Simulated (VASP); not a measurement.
# C (C2/m) in VASP: notebook

The runs below take C through single point, with PBEsol.

Everything below comes from runs of VASP 6.6.1. Logs are shortened: lines on timing, memory, paths and dates and some standing lists are left out, and cuts for length are marked.

**1. The cell of the first run**

The typed cell holds 4 atoms: a = 2.459 Å, b = 2.459 Å, c = 7.378 Å, α = 90.00°, β = 90.00°, γ = 119.99°.

**2. Single point, PBEsol (mode 1 frozen in at -0.085 Å and mode 5 at +0.000 Å (largest displacements))**

File INCAR:

```
PREC = Accurate
ENCUT = 600
EDIFF = 1E-6
ISMEAR = 0
SIGMA = 0.15
LREAL = False
LASPH = True
NELM = 120
ALGO = Normal
ISIF = 2
LWAVE = False
LCHARG = False
GGA = PS
NBANDS = 16
GGA_COMPAT = False
```

File KPOINTS:

```
regular mesh
0
Gamma
  18 18 6
```

File POSCAR:

```
C
1.0
    1.2294745828     -2.1290849001      0.0000000000
    1.2294745828      2.1290849001      0.0000000000
    0.0000000000      0.0000000000      7.3778161753
C
4
Direct
    0.1033302492      0.8966697508      0.7498447626
    0.5633130568      0.4366869432      0.2501553200
    0.8966697508      0.1033302492      0.2501552374
    0.4366869432      0.5633130568      0.7498446800
```

Potentials or basis: VASP PAW PBE potentials, release 64 (C).

Command:

```bash
cat potpaw_PBE.64/C/POTCAR > POTCAR
mpirun -np 1 vasp_std > vasp.out
```

OUTCAR:

```text
PREC = Accurate
   ENCUT = 600
   EDIFF = 1E-6
   ISMEAR = 0
   LREAL = False
   LASPH = True
   NELM = 120
   ISIF = 2
   GGA = PS

 ion  position               nearest neighbor table
   1  0.103  0.897  0.750-   4 1.42   4 1.42   4 1.42
   2  0.563  0.437  0.250-   3 1.42   3 1.42   3 1.42
   3  0.897  0.103  0.250-   2 1.42   2 1.42   2 1.42
   4  0.437  0.563  0.750-   1 1.42   1 1.42   1 1.42

  LATTYP: Found a base centered orthorhombic cell.
 ALAT       =     2.4589491656
 B/A-ratio  =     1.7317030623
 C/A-ratio  =     3.0003939400

  Lattice vectors:

 A1 = (   1.2294745828,  -2.1290849001,   0.0000000000)
 A2 = (   1.2294745828,   2.1290849001,   0.0000000000)
 A3 = (   0.0000000000,   0.0000000000,   7.3778161753)

Analysis of symmetry for initial positions (statically):
=====================================================================
 Subroutine PRICEL returns:
 Original cell was already a primitive cell.

 Routine SETGRP: Setting up the symmetry group for a
 base centered orthorhombic supercell.

 Subroutine GETGRP returns: Found  4 space group operations
 (whereof  4 operations were pure point group operations)
 out of a pool of  8 trial point group operations.

The static configuration has the point symmetry C_2h.

Analysis of symmetry for dynamics (positions and initial velocities):
=====================================================================
 Subroutine PRICEL returns:
 Original cell was already a primitive cell.

 Routine SETGRP: Setting up the symmetry group for a
 base centered orthorhombic supercell.

 Subroutine GETGRP returns: Found  4 space group operations
 (whereof  4 operations were pure point group operations)
 out of a pool of  8 trial point group operations.

The dynamic configuration has the point symmetry C_2h.

 Subroutine INISYM returns: Found  4 space group operations
 (whereof  4 operations are pure point group operations),
 and found     1 'primitive' translations

----------------------------------------------------------------------------------------

                                     Primitive cell

  volume of cell :      38.6252

  direct lattice vectors                    reciprocal lattice vectors
     1.229474583 -2.129084900  0.000000000     0.406677785 -0.234842678  0.000000000
     1.229474583  2.129084900  0.000000000     0.406677785  0.234842678  0.000000000
     0.000000000  0.000000000  7.377816175     0.000000000  0.000000000  0.135541463
[... 90 lines left out ...]
   EDIFFG = 0.1E-04   stopping-criterion for IOM
   NSW    =      0    number of steps for IOM
   IBRION =     -1    ionic relax: 0-MD 1-quasi-New 2-CG
   NFREE  =      0    steps in history (QN), initial steepest desc. (CG)
   ISIF   =      2    stress and relaxation
   ISYM   =      2    0-nonsym 1-usesym 2-fastsym
   POTIM  = 0.5000    time-step for ionic-motion
   TEBEG  =    0.0;   TEEND  =   0.0 temperature during run
   PSTRESS=    0.0 pullay stress
   NELECT =      16.0000    total number of electrons
   NUPDOWN=      -1.0000    fix difference up-down
   EMIN   =  10.00;   EMAX   =-10.00  energy-range for DOS
   EFERMI =   0.00;   METHOD = LEGACY
   ISMEAR =     0;   SIGMA  =   0.15  broadening in eV -4-tet -1-fermi 0-gaus
   EFERMI_NEDOS =   21; number of points for ismear=-14 and -15
   IALGO  =     38    algorithm
   IMIX   =      4    mixing-type and parameters
     AMIX     =   0.40;   BMIX     =  1.00
     AMIX_MAG =   1.60;   BMIX_MAG =  1.00
  volume/ion in A,a.u.               =       9.66        65.16
  Fermi-wavevector in a.u.,A,eV,Ry     =   1.220370  2.306164 20.263182  1.489302
  Thomas-Fermi vector in A             =   2.355589
   LORBIT       =      0    0 simple, 1 ext, 2 COOP (PROOUT), +10 PAW based schemes
   GGA     = PS    functional components
   LHFCALC =     F    Hartree Fock is set to
   AEXX    =    0.0000 exact exchange contribution
   IVDW    =     0    specifies the selected vdW correction
   LEPSILON=     F    determine dielectric tensor
   LRPA    =     F    only Hartree local field effects (RPA)
 non-spin polarized calculation
 Gauss-broadening in eV      SIGMA  =   0.15
  energy-cutoff  :      600.00
  volume of cell :       38.63
 maximum number of plane-waves:      1326
   NGX =  9   NGY =  9   NGZ = 29

 number of electron      16.0000001 magnetization

 Free energy of the ion-electron system (eV)
  ---------------------------------------------------
  ext. energy  EPLUGINS =         0.00000000
  ---------------------------------------------------
  free energy    TOTEN  =       -38.58688303 eV

  energy without entropy =      -38.58585030  energy(sigma->0) =      -38.58636667

 E-fermi :   3.8526     XC(G=0):  -9.8882

 val. band max:        3.8514298216   @ k =   0.3333   0.3333   0.5000
 cond. band min:       3.8541571963   @ k =   0.3333   0.3333   0.5000
 fundamental gap:      0.0027273746
 Fermi energy:         3.8526445999

 k-point     1 :       0.0000    0.0000    0.0000
  band No.  band energies     occupation
      1     -15.7577      2.00000
      2     -15.6159      2.00000
      3      -4.4243      2.00000
      4      -3.2177      2.00000
      5       0.8570      2.00000
      6       0.8651      2.00000
[... 433 lines left out ...]
      3      -3.2696      2.00000
      4      -2.1636      2.00000
      5      -2.1367      2.00000
      6      -2.1168      2.00000
[... 8 lines left out ...]
     15      15.2696      0.00000
     16      15.3330      0.00000

 [... further k-points ...]

------------------------ aborting loop because EDIFF is reached ----------------------------------------

  FORCE on cell =-STRESS in cart. coord.  units (eV):
  Direction    XX          YY          ZZ          XY          YZ          ZX
  --------------------------------------------------------------------------------------
  -------------------------------------------------------------------------------------
  Total        0.1393388      0.1398518     -0.0738414      0.0000000     -0.0000655      0.0000000
  in kB        5.7797921      5.8010722     -3.0629531      0.0000000     -0.0027179      0.0000000
  external PRESSURE =       2.8393037 kB  Pullay stress =       0.0000000 kB

 VOLUME and BASIS-vectors are now :
 -----------------------------------------------------------------------------
  energy-cutoff  :      600.00
  volume of cell :       38.63
      direct lattice vectors                 reciprocal lattice vectors
     1.229474583 -2.129084900  0.000000000     0.406677785 -0.234842678  0.000000000
     1.229474583  2.129084900  0.000000000     0.406677785  0.234842678  0.000000000
     0.000000000  0.000000000  7.377816175     0.000000000  0.000000000  0.135541463

 POSITION                                       TOTAL-FORCE (eV/Angst)
 -----------------------------------------------------------------------------------
      1.22947      1.68909      5.53222         0.000000     -0.002212      0.000142
      1.22947     -0.26960      1.84560         0.000000      0.000137     -0.000111
      1.22947     -1.68909      1.84560         0.000000      0.002212     -0.000142
      1.22947      0.26960      5.53222         0.000000     -0.000137      0.000111
 -----------------------------------------------------------------------------------
    total drift:                                0.000000      0.000000     -0.000000

  FREE ENERGIE OF THE ION-ELECTRON SYSTEM (eV)
  ---------------------------------------------------
  free  energy   TOTEN  =       -38.5868830299 eV

  energy  without entropy=      -38.5858503003  energy(sigma->0) =      -38.58636667
```

OSZICAR:

```text
N       E                     dE             d eps       ncg     rms          rms(c)
DAV:   1     0.426899313219E+02    0.42690E+02   -0.84990E+03 16776   0.102E+03
DAV:   2    -0.376906380011E+02   -0.80381E+02   -0.72745E+02 23512   0.199E+02
DAV:   3    -0.410077753415E+02   -0.33171E+01   -0.32961E+01 22296   0.385E+01
DAV:   4    -0.410377318164E+02   -0.29956E-01   -0.29943E-01 21176   0.438E+00
DAV:   5    -0.410382269210E+02   -0.49510E-03   -0.49505E-03 21824   0.537E-01    0.905E+00
DAV:   6    -0.391815725898E+02    0.18567E+01   -0.12794E+00 19992   0.697E+00    0.524E+00
DAV:   7    -0.385797410002E+02    0.60183E+00   -0.15619E+00 20824   0.782E+00    0.135E+00
DAV:   8    -0.385877885687E+02   -0.80476E-02   -0.70507E-02 20064   0.157E+00    0.256E-01
DAV:   9    -0.385866230078E+02    0.11656E-02   -0.17912E-03 21440   0.287E-01    0.105E-01
DAV:  10    -0.385868850123E+02   -0.26200E-03   -0.89787E-04 18256   0.175E-01    0.739E-02
DAV:  11    -0.385868809492E+02    0.40630E-05   -0.28832E-05 22000   0.347E-02    0.178E-02
DAV:  12    -0.385868829177E+02   -0.19685E-05   -0.22052E-06 18936   0.108E-02    0.300E-03
DAV:  13    -0.385868830299E+02   -0.11214E-06   -0.35044E-07 16392   0.461E-03
   1 F= -.38586883E+02 E0= -.38586367E+02  d E =-.103273E-02
```

stdout:

```text
POSCAR found type information on POSCAR C
 POSCAR found :  1 types and       4 ions
 scaLAPACK will be used
 -----------------------------------------------------------------------------
|                                                                             |
|                                                                             |
|     You enforced a specific xc type in the INCAR file but a different       |
|     I HOPE YOU KNOW WHAT YOU ARE DOING!                                     |
|                                                                             |
 -----------------------------------------------------------------------------

 LDA part: xc-table for (Slater+PW92), standard interpolation
 POSCAR, INCAR and KPOINTS ok, starting setup
 FFT: planning ... GRIDC
 FFT: planning ... GRID_SOFT
 FFT: planning ... GRID
 WAVECAR not read
 entering main loop
```

Wall time 2.1 min (1 thread of Intel Xeon 6975P-C (Granite Rapids), shared host); peak memory 0.38 GiB.

What came out:

```yaml
Free_energy: -38.5869 eV
Pressure: 0.3 GPa
Band_gap_on_the_k_mesh: zero (filled and empty bands touch)
```

Forces on the atoms (eV/Å):
```
C    0.000 -0.002  0.000
C    0.000  0.000  0.000
C    0.000  0.002  0.000
C    0.000  0.000  0.000
```

Levels at points of the mesh, in eV from the Fermi level:
| k point | band 5 | band 6 | band 7 | band 8 | band 9 | band 10 | band 11 | band 12 |
| --- | --- | --- | --- | --- | --- | --- | --- | --- |
| (0.00, 0.00, 0.00) | -3.00 | -2.99 | -2.98 | -2.98 | 3.43 | 8.33 | 8.35 | 8.35 |
| (0.50, 0.00, 0.00) | -6.41 | -6.41 | -2.46 | -2.36 | 1.67 | 1.78 | 7.41 | 7.48 |
| (0.50, 0.50, 0.00) | -6.42 | -6.40 | -2.76 | -1.97 | 1.19 | 2.17 | 7.34 | 7.54 |
| (0.00, 0.00, 0.50) | -2.99 | -2.99 | -2.99 | -2.99 | 5.42 | 5.43 | 8.36 | 8.36 |
| (0.50, 0.00, 0.50) | -6.41 | -6.41 | -2.38 | -2.38 | 1.63 | 1.63 | 7.44 | 7.44 |
| (0.50, 0.50, 0.50) | -6.41 | -6.41 | -2.38 | -2.38 | 1.64 | 1.64 | 7.44 | 7.44 |

Caveat: the cell differs from its parent crystal (mode 1 frozen in at -0.085 Å and mode 5 at +0.000 Å (largest displacements)); the PAW data sets were made with another functional, which shifts forces and pressure a little; this functional lacks dispersion, which binds the layers, so the pressure and a relaxed spacing across them are unreliable.

**3. Single point, PBEsol (mode 1 frozen in at +0.000 Å and mode 5 at -0.085 Å (largest displacements))**

File INCAR:

```
ALGO = Normal
EDIFF = 1E-6
ENCUT = 600
GGA = PS
GGA_COMPAT = False
ISIF = 2
ISMEAR = 0
LASPH = True
LCHARG = True
LELF = True
LREAL = False
LVHAR = True
LWAVE = False
NBANDS = 16
NELM = 120
PREC = Accurate
SIGMA = 0.15
```

File KPOINTS:

```
k-points
0
Gamma
  18 18 6
```

File POSCAR:

```
C
1.0
    1.2294745828     -2.1290849001      0.0000000000
    1.2294745828      2.1290849001      0.0000000000
    0.0000000000      0.0000000000      7.3778161753
C
4
Direct
    0.0486727057      0.8820293997      0.7498447213
    0.6179706003      0.4513272943      0.2501552787
    0.9513272943      0.1179706003      0.2501552787
    0.3820293997      0.5486727057      0.7498447213
```

Potentials or basis: VASP PAW PBE potentials, release 64 (C).

Command:

```bash
cat potpaw_PBE.64/C/POTCAR > POTCAR
mpirun -np 1 vasp_std > vasp.out
```

Run time: 2.1 min. Hardware: 1 thread of Intel Xeon 6975P-C (Granite Rapids), shared host; peak memory 0.38 GiB.

Results (log left out):

| Property | Result |
| --- | --- |
| Free energy | -38.5861 eV |
| Pressure | 0.3 GPa |
| Largest force | 0.004 eV/Å |
| Band gap on the k mesh | zero (filled and empty bands touch) |

Forces in eV/Å, atoms in the order of the input:
```
C    0.003 -0.001  0.000
C   -0.003 -0.001  0.000
C   -0.003  0.001  0.000
C    0.003  0.001  0.000
```

Stress tensor (GPa, compression positive):
```
 0.57  0.00  0.00
 0.00  0.57  0.00
 0.00  0.00 -0.26
```

Levels at points of the mesh, in eV from the Fermi level:
| k point | band 4 | band 5 | band 6 | band 7 | band 8 | band 9 | band 10 | band 11 | band 12 | band 13 |
| --- | --- | --- | --- | --- | --- | --- | --- | --- | --- | --- |
| (0.00, 0.00, 0.00) | -7.07 | -3.00 | -2.99 | -2.98 | -2.98 | 3.43 | 8.34 | 8.35 | 8.35 | 8.36 |
| (0.50, 0.00, 0.00) | -13.27 | -6.41 | -6.41 | -2.50 | -2.32 | 1.61 | 1.85 | 7.42 | 7.47 | 10.78 |
| (0.50, 0.50, 0.00) | -13.24 | -6.42 | -6.40 | -2.77 | -1.95 | 1.17 | 2.18 | 7.35 | 7.53 | 10.71 |
| (0.00, 0.00, 0.50) | -7.72 | -2.99 | -2.99 | -2.99 | -2.99 | 5.42 | 5.43 | 8.36 | 8.36 | 8.36 |
| (0.50, 0.00, 0.50) | -13.28 | -6.41 | -6.41 | -2.38 | -2.38 | 1.63 | 1.63 | 7.44 | 7.44 | 11.89 |
| (0.50, 0.50, 0.50) | -13.28 | -6.41 | -6.41 | -2.38 | -2.38 | 1.64 | 1.64 | 7.44 | 7.44 | 11.98 |

Caveat: the cell differs from its parent crystal (mode 1 frozen in at +0.000 Å and mode 5 at -0.085 Å (largest displacements)); the PAW data sets were made with another functional, which shifts forces and pressure a little; this functional lacks dispersion, which binds the layers, so the pressure and a relaxed spacing across them are unreliable.

**4. Single point, PBEsol (mode 1 frozen in at -0.170 Å and mode 5 at +0.000 Å (largest displacements))**

File INCAR:

```
SYSTEM = C
PREC = Accurate
ENCUT = 600
EDIFF = 1E-6
ISMEAR = 0
SIGMA = 0.15
LREAL = .False.
LASPH = .True.
NELM = 120
ALGO = Normal
ISIF = 2
LWAVE = .False.
LCHARG = .False.
GGA = PS
NBANDS = 16
GGA_COMPAT = .False.
```

File KPOINTS:

```
Automatic mesh
0
Gamma
  18 18 6
  0 0 0
```

File POSCAR:

```
C
1.0
    1.2294745828     -2.1290849001      0.0000000000
    1.2294745828      2.1290849001      0.0000000000
    0.0000000000      0.0000000000      7.3778161753
C
4
Direct
    0.1233388454      0.8766611546      0.7498448039
    0.5433044606      0.4566955394      0.2501553613
    0.8766611546      0.1233388454      0.2501551961
    0.4566955394      0.5433044606      0.7498446387
```

Potentials or basis: VASP PAW PBE potentials, release 64 (C).

Command:

```bash
cat potpaw_PBE.64/C/POTCAR > POTCAR
mpirun -np 1 vasp_std > vasp.out
```

OUTCAR:

```text
SYSTEM = C
   PREC = Accurate
   ENCUT = 600
   EDIFF = 1E-6
   ISMEAR = 0
   LREAL = .False.
   LASPH = .True.
   NELM = 120
   ISIF = 2
   GGA = PS

 ion  position               nearest neighbor table
   1  0.123  0.877  0.750-   4 1.42   4 1.42   4 1.42
   2  0.543  0.457  0.250-   3 1.42   3 1.42   3 1.42
   3  0.877  0.123  0.250-   2 1.42   2 1.42   2 1.42
   4  0.457  0.543  0.750-   1 1.42   1 1.42   1 1.42

  LATTYP: Found a base centered orthorhombic cell.
[... 654 lines left out ...]

  FORCE on cell =-STRESS in cart. coord.  units (eV):
  Direction    XX          YY          ZZ          XY          YZ          ZX
  --------------------------------------------------------------------------------------
  -------------------------------------------------------------------------------------
  Total        0.1370104      0.1450290     -0.0823134      0.0000000     -0.0000942      0.0000000
  in kB        5.6832103      6.0158237     -3.4143703      0.0000000     -0.0039061      0.0000000
  external PRESSURE =       2.7615546 kB  Pullay stress =       0.0000000 kB

 VOLUME and BASIS-vectors are now :
 -----------------------------------------------------------------------------
  energy-cutoff  :      600.00
  volume of cell :       38.63
      direct lattice vectors                 reciprocal lattice vectors
     1.229474583 -2.129084900  0.000000000     0.406677785 -0.234842678  0.000000000
     1.229474583  2.129084900  0.000000000     0.406677785  0.234842678  0.000000000
     0.000000000  0.000000000  7.377816175     0.000000000  0.000000000  0.135541463

 POSITION                                       TOTAL-FORCE (eV/Angst)
 -----------------------------------------------------------------------------------
      1.22947      1.60389      5.53222         0.000000     -0.003644      0.000146
      1.22947     -0.18440      1.84560         0.000000      0.000066     -0.000097
      1.22947     -1.60389      1.84560         0.000000      0.003644     -0.000146
      1.22947      0.18440      5.53222         0.000000     -0.000066      0.000097
 -----------------------------------------------------------------------------------
    total drift:                                0.000000      0.000000     -0.000000

  FREE ENERGIE OF THE ION-ELECTRON SYSTEM (eV)
  ---------------------------------------------------
  free  energy   TOTEN  =       -38.5874253136 eV

  energy  without entropy=      -38.5863129568  energy(sigma->0) =      -38.58686914
```

OSZICAR:

```text
N       E                     dE             d eps       ncg     rms          rms(c)
DAV:   1     0.427431013604E+02    0.42743E+02   -0.84979E+03 16768   0.102E+03
DAV:   2    -0.376793815673E+02   -0.80422E+02   -0.72918E+02 23512   0.199E+02
DAV:   3    -0.410079831247E+02   -0.33286E+01   -0.33072E+01 22152   0.386E+01
DAV:   4    -0.410380172636E+02   -0.30034E-01   -0.30019E-01 21072   0.439E+00
DAV:   5    -0.410385147899E+02   -0.49753E-03   -0.49748E-03 21744   0.539E-01    0.905E+00
DAV:   6    -0.391820243761E+02    0.18565E+01   -0.12785E+00 20056   0.697E+00    0.524E+00
DAV:   7    -0.385803160511E+02    0.60171E+00   -0.15606E+00 20912   0.782E+00    0.135E+00
DAV:   8    -0.385883335309E+02   -0.80175E-02   -0.70480E-02 19984   0.157E+00    0.257E-01
DAV:   9    -0.385871666641E+02    0.11669E-02   -0.17980E-03 21512   0.287E-01    0.105E-01
DAV:  10    -0.385874245837E+02   -0.25792E-03   -0.87891E-04 18128   0.174E-01    0.723E-02
DAV:  11    -0.385874230787E+02    0.15050E-05   -0.30154E-05 21800   0.359E-02    0.140E-02
DAV:  12    -0.385874251153E+02   -0.20366E-05   -0.19419E-06 18832   0.971E-03    0.285E-03
DAV:  13    -0.385874253136E+02   -0.19824E-06   -0.26987E-07 16664   0.398E-03
   1 F= -.38587425E+02 E0= -.38586869E+02  d E =-.111236E-02
```

It took 2 min on 1 thread of Intel Xeon 6975P-C (Granite Rapids), shared host; peak memory 0.38 GiB.

Results:

| Quantity | Value |
| --- | --- |
| Free energy | -38.5874 eV |
| Pressure | 0.3 GPa |
| Largest force | 0.004 eV/Å |

Forces in eV/Å, atoms in the order of the input:
```
C    0.000 -0.004  0.000
C    0.000  0.000  0.000
C    0.000  0.004  0.000
C    0.000  0.000  0.000
```

Levels at points of the mesh, in eV from the Fermi level:
```
           k point  band 5  band 6  band 7  band 8  band 9  band 10  band 11  band 12
(0.00, 0.00, 0.00)   -3.00   -2.99   -2.99   -2.98    3.43     8.34     8.35     8.36
(0.50, 0.00, 0.00)   -6.42   -6.40   -2.51   -2.31    1.61     1.84     7.38     7.51
(0.50, 0.50, 0.00)   -6.42   -6.40   -2.73   -2.01    1.25     2.13     7.34     7.54
(0.00, 0.00, 0.50)   -2.99   -2.99   -2.99   -2.99    5.42     5.43     8.36     8.36
(0.50, 0.00, 0.50)   -6.41   -6.41   -2.38   -2.38    1.63     1.63     7.44     7.44
(0.50, 0.50, 0.50)   -6.41   -6.41   -2.38   -2.38    1.63     1.64     7.44     7.44
```

Caveat: the cell differs from its parent crystal (mode 1 frozen in at -0.170 Å and mode 5 at +0.000 Å (largest displacements)); the PAW data sets were made with another functional, which shifts forces and pressure a little; this functional lacks dispersion, which binds the layers, so the pressure and a relaxed spacing across them are unreliable.
